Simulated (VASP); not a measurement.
# TiAl (Cmmm) in VASP: notebook

The runs below take TiAl through single point, with PBEsol.

All numbers are computed with VASP 6.6.1; they aren't measurements. Logs are shortened: lines on timing, memory, paths and dates and some standing lists are left out, and cuts for length are marked.

### Step 1. The cell of the first run

Symmetry: Cmmm, No. 65, orthorhombic system. Conventional cell: a = 4.380 Å, b = 4.548 Å, c = 3.156 Å, α = 90.00°, β = 90.00°, γ = 90.00°. Within 3.6 Å of Ti (site symmetry mmm) lie 8 Al at 2.70 to 2.77 Å and 6 Ti at 3.16 Å. Within 3.6 Å of Al (site symmetry mmm) lie 8 Ti at 2.70 to 2.77 Å and 6 Al at 3.16 Å.

### Step 2. Single point, PBEsol (strain +0.0375 x Voigt [0, 0, 0, 0, 0, 1])

INCAR reads:

```
SYSTEM = TiAl
PREC = Accurate
ENCUT = 520
EDIFF = 1E-7
ISMEAR = 0
SIGMA = 0.15
LREAL = .False.
LASPH = .True.
NELM = 60
ALGO = Fast
ISIF = 2
LWAVE = .False.
LCHARG = .False.
GGA = PS
NBANDS = 14
```

KPOINTS reads:

```
regular mesh
0
Gamma
  20 20 20
  0 0 0
```

POSCAR reads:

```
TiAl
1.0
    3.1564740774      0.0591838890      0.0000000000
    0.0591838890      3.1564740774      0.0000000000
    0.0000000000      0.0000000000      3.1564740774
Ti Al
1 1
Direct
    0.0000000000      0.0000000000      0.0000000000
    0.5000000000      0.5000000000      0.5000000000
```

Potentials or basis: VASP PAW PBE potentials, release 64 (Ti_sv, Al).

Command:

```sh
cat potpaw_PBE.64/Ti_sv/POTCAR potpaw_PBE.64/Al/POTCAR > POTCAR
mpirun -np 1 vasp_std > vasp.out
```

OUTCAR:

```text
SYSTEM = TiAl
   PREC = Accurate
   ENCUT = 520
   EDIFF = 1E-7
   ISMEAR = 0
   LREAL = .False.
   LASPH = .True.
   NELM = 60
   ISIF = 2
   GGA = PS

 ion  position               nearest neighbor table
   1  0.000  0.000  0.000-   2 2.70   2 2.70   2 2.70   2 2.70   2 2.77   2 2.77   2 2.77   2 2.77

   2  0.500  0.500  0.500-   1 2.70   1 2.70   1 2.70   1 2.70   1 2.77   1 2.77   1 2.77   1 2.77

  LATTYP: Found a base centered orthorhombic cell.
 ALAT       =     4.3802297910
 B/A-ratio  =     1.0382165605
 C/A-ratio  =     0.7206183757

  Lattice vectors:

 A1 = (  -0.0591838890,  -3.1564740774,   0.0000000000)
 A2 = (   3.1564740774,   0.0591838890,   0.0000000000)
 A3 = (   0.0000000000,   0.0000000000,   3.1564740774)

Analysis of symmetry for initial positions (statically):
=====================================================================
 Subroutine PRICEL returns:
 Original cell was already a primitive cell.

 Routine SETGRP: Setting up the symmetry group for a
 base centered orthorhombic supercell.

 Subroutine GETGRP returns: Found  8 space group operations
 (whereof  8 operations were pure point group operations)
 out of a pool of  8 trial point group operations.

The static configuration has the point symmetry D_2h.

Analysis of symmetry for dynamics (positions and initial velocities):
=====================================================================
 Subroutine PRICEL returns:
 Original cell was already a primitive cell.

 Routine SETGRP: Setting up the symmetry group for a
 base centered orthorhombic supercell.

 Subroutine GETGRP returns: Found  8 space group operations
 (whereof  8 operations were pure point group operations)
 out of a pool of  8 trial point group operations.

The dynamic configuration has the point symmetry D_2h.

 Subroutine INISYM returns: Found  8 space group operations
 (whereof  8 operations are pure point group operations),
 and found     1 'primitive' translations

----------------------------------------------------------------------------------------

                                     Primitive cell

  volume of cell :      31.4379

  direct lattice vectors                    reciprocal lattice vectors
     3.156474077  0.059183889  0.000000000     0.316920609 -0.005942261  0.000000000
     0.059183889  3.156474077  0.000000000    -0.005942261  0.316920609  0.000000000
     0.000000000  0.000000000  3.156474077     0.000000000  0.000000000  0.316809191

  length of vectors
     3.157028878  3.157028878  3.156474077     0.316976313  0.316976313  0.316809191

[... 87 lines left out ...]
   ISYM   =      2    0-nonsym 1-usesym 2-fastsym
   POTIM  = 0.5000    time-step for ionic-motion
   TEBEG  =    0.0;   TEEND  =   0.0 temperature during run
   PSTRESS=    0.0 pullay stress
   NELECT =      15.0000    total number of electrons
   NUPDOWN=      -1.0000    fix difference up-down
   EMIN   =  10.00;   EMAX   =-10.00  energy-range for DOS
   EFERMI =   0.00;   METHOD = LEGACY
   ISMEAR =     0;   SIGMA  =   0.15  broadening in eV -4-tet -1-fermi 0-gaus
   EFERMI_NEDOS =   21; number of points for ismear=-14 and -15
   IALGO  =     68    algorithm
   IMIX   =      4    mixing-type and parameters
     AMIX     =   0.40;   BMIX     =  1.00
     AMIX_MAG =   1.60;   BMIX_MAG =  1.00
  volume/ion in A,a.u.               =      15.72       106.08
  Fermi-wavevector in a.u.,A,eV,Ry     =   1.279246  2.417424 22.265516  1.636469
  Thomas-Fermi vector in A             =   2.411742
   LORBIT       =      0    0 simple, 1 ext, 2 COOP (PROOUT), +10 PAW based schemes
   GGA     = PS    functional components
   LHFCALC =     F    Hartree Fock is set to
   AEXX    =    0.0000 exact exchange contribution
   IVDW    =     0    specifies the selected vdW correction
   LEPSILON=     F    determine dielectric tensor
   LRPA    =     F    only Hartree local field effects (RPA)
 non-spin polarized calculation
 RMM-DIIS sequential band-by-band and
 Gauss-broadening in eV      SIGMA  =   0.15
  energy-cutoff  :      520.00
  volume of cell :       31.44
 maximum number of plane-waves:       872
   NGX = 11   NGY = 11   NGZ = 11

 number of electron      14.9999991 magnetization

 Free energy of the ion-electron system (eV)
  ---------------------------------------------------
  ext. energy  EPLUGINS =         0.00000000
  ---------------------------------------------------
  free energy    TOTEN  =       -12.97068325 eV

  energy without entropy =      -12.94329748  energy(sigma->0) =      -12.95699037

 E-fermi :   8.8933     XC(G=0): -11.2837

 val. band max:        8.8930000250   @ k =  -0.4000   0.2500   0.4000
 cond. band min:       8.8940309532   @ k =  -0.3500   0.3000   0.0000
 fundamental gap:      0.0010309282
 Fermi energy:         8.8932910588

 k-point     1 :       0.0000    0.0000    0.0000
  band No.  band energies     occupation
      1     -47.7158      2.00000
      2     -24.0329      2.00000
      3     -24.0157      2.00000
      4     -24.0005      2.00000
      5      -0.4455      2.00000
      6       7.4153      2.00000
      7       7.4254      2.00000
      8      10.6625      0.00000
      9      10.7253      0.00000
     10      10.8166      0.00000
     11      13.3817      0.00000
     12      13.4280      0.00000
     13      13.5003      0.00000
     14      17.8864      0.00000
[... 377 lines left out ...]
      1     -47.7022      2.00000
      2     -24.1673      2.00000
      3     -24.0068      2.00000
      4     -24.0021      2.00000
      5       1.4956      2.00000
      6       5.3429      2.00000
      7       8.0743      2.00000
      8       9.2758      0.00031
      9       9.2886      0.00019
     10      10.8632      0.00000
     11      11.7985      0.00000
     12      15.4964      0.00000
     13      16.5278      0.00000
     14      16.6309      0.00000

 [... further k-points ...]
[... 5 lines left out ...]
  --------------------------------------------------------------------------------------
  -------------------------------------------------------------------------------------
  Total        0.0352149      0.0352149      0.0798034     -0.5548577      0.0000000      0.0000000
  in kB        1.7946613      1.7946613      4.0670352    -28.2773169      0.0000000      0.0000000
  external PRESSURE =       2.5521193 kB  Pullay stress =       0.0000000 kB

 VOLUME and BASIS-vectors are now :
 -----------------------------------------------------------------------------
  energy-cutoff  :      520.00
  volume of cell :       31.44
      direct lattice vectors                 reciprocal lattice vectors
     3.156474077  0.059183889  0.000000000     0.316920609 -0.005942261  0.000000000
     0.059183889  3.156474077  0.000000000    -0.005942261  0.316920609  0.000000000
     0.000000000  0.000000000  3.156474077     0.000000000  0.000000000  0.316809191

 POSITION                                       TOTAL-FORCE (eV/Angst)
 -----------------------------------------------------------------------------------
      0.00000      0.00000      0.00000        -0.000000      0.000000      0.000000
      1.60783      1.60783      1.57824         0.000000      0.000000      0.000000
 -----------------------------------------------------------------------------------
    total drift:                                0.000000      0.000000      0.000000

  FREE ENERGIE OF THE ION-ELECTRON SYSTEM (eV)
  ---------------------------------------------------
  free  energy   TOTEN  =       -12.9706832550 eV

  energy  without entropy=      -12.9432974773  energy(sigma->0) =      -12.95699037
```

OSZICAR:

```text
N       E                     dE             d eps       ncg     rms          rms(c)
DAV:   1     0.998884266072E+02    0.99888E+02   -0.71008E+03 34218   0.109E+03
DAV:   2    -0.911432988975E+01   -0.10900E+03   -0.10492E+03 35280   0.301E+02
DAV:   3    -0.145371718236E+02   -0.54228E+01   -0.52627E+01 51778   0.647E+01
[... 25 lines left out ...]
RMM:  29    -0.129706828177E+02   -0.17195E-06   -0.16871E-06 29931   0.404E-03    0.109E-04
RMM:  30    -0.129706829846E+02   -0.16694E-06   -0.17786E-06 29845   0.360E-03    0.235E-04
RMM:  31    -0.129706830895E+02   -0.10487E-06   -0.10186E-06 29734   0.329E-03    0.125E-04
RMM:  32    -0.129706831938E+02   -0.10432E-06   -0.10767E-06 29287   0.299E-03    0.996E-05
RMM:  33    -0.129706832550E+02   -0.61180E-07   -0.63351E-07 27804   0.273E-03
   1 F= -.12970683E+02 E0= -.12956990E+02  d E =-.273858E-01
```

Run time: 20 min. Hardware: 1 thread of Intel Xeon 8259CL, shared host; peak memory 0.63 GiB.

Results:

```yaml
Free_energy: -12.9707 eV
Pressure: 0.3 GPa
Band_gap_on_the_k_mesh: zero (an odd number of electrons rules out a gap without spin polarisation)
```

Levels at points of the mesh, in eV from the Fermi level:
| k point | band 3 | band 4 | band 5 | band 6 | band 7 | band 8 | band 9 | band 10 | band 11 | band 12 |
| --- | --- | --- | --- | --- | --- | --- | --- | --- | --- | --- |
| (0.00, 0.00, 0.00) | -32.91 | -32.89 | -9.34 | -1.48 | -1.47 | 1.77 | 1.83 | 1.92 | 4.49 | 4.53 |
| (0.50, 0.00, 0.00) | -32.89 | -32.89 | -6.02 | -5.23 | -0.58 | 0.15 | 0.17 | 2.06 | 3.11 | 6.55 |
| (0.50, 0.50, 0.00) | -33.06 | -32.88 | -5.06 | -2.30 | -1.84 | -1.49 | 0.70 | 0.73 | 2.84 | 4.74 |
| (0.00, 0.00, 0.50) | -32.91 | -32.88 | -6.02 | -5.24 | -0.55 | 0.01 | 0.29 | 2.05 | 3.11 | 6.59 |
| (0.50, 0.00, 0.50) | -33.07 | -32.88 | -5.05 | -2.08 | -2.07 | -1.49 | 0.71 | 0.72 | 2.85 | 4.85 |
| (0.50, 0.50, 0.50) | -33.05 | -33.04 | -3.22 | -3.15 | -3.07 | 0.76 | 2.73 | 2.91 | 2.91 | 3.03 |

Caveat: the cell differs from its parent crystal (strain +0.0375 x Voigt [0, 0, 0, 0, 0, 1]); the PAW data sets were made with another functional, which shifts forces and pressure a little.

[end of part 1 of 2]
